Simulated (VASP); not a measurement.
Runs of VASP 6.6.1 on Sb. The structure is that of space group P4/mmm (No. 123), or close to it. The cells are those of the table. 

| cell | gap on the mesh (eV) | pressure (GPa) |
| --- | --- | --- |
| a = 2.895, b = 2.895, c = 3.764 Å, 1 atom | none | 3.7 |
| a = 3.336, b = 3.336, c = 2.836 Å, 1 atom | none | 0.5 |
| a = 3.061, b = 3.061, c = 3.367 Å, 1 atom | none | -1.5 |
| a = 3.249, b = 3.249, c = 2.989 Å, 1 atom | none | -1.8 |
| a = 2.761, b = 2.761, c = 4.141 Å, 1 atom | none | 12.2 |
| a = 2.815, b = 2.815, c = 3.981 Å, 1 atom | none | (b) |
| a = 3.547, b = 3.547, c = 2.508 Å, 1 atom | none | 13.6 |
| a = 3.433, b = 3.433, c = 2.678 Å, 1 atom | none | (a) |

Alike in all rows: task single point; level PBE; potentials or basis VASP PAW PBE potentials, release 64 (Sb); no spin polarisation; k mesh 16 × 16 × 16; cutoff (eV) 520; smearing gaussian 0.15 eV.

Question: Estimate the missing entries.

Answer: (a) 5.3; (b) 8.2.

Caveats: spin-orbit coupling is left out, which moves the levels of the heavy elements.

A k mesh can miss the band edges, and the runs leave out spin-orbit coupling on Sb.

A gap of «none» marks levels without a gap at the run's occupations.
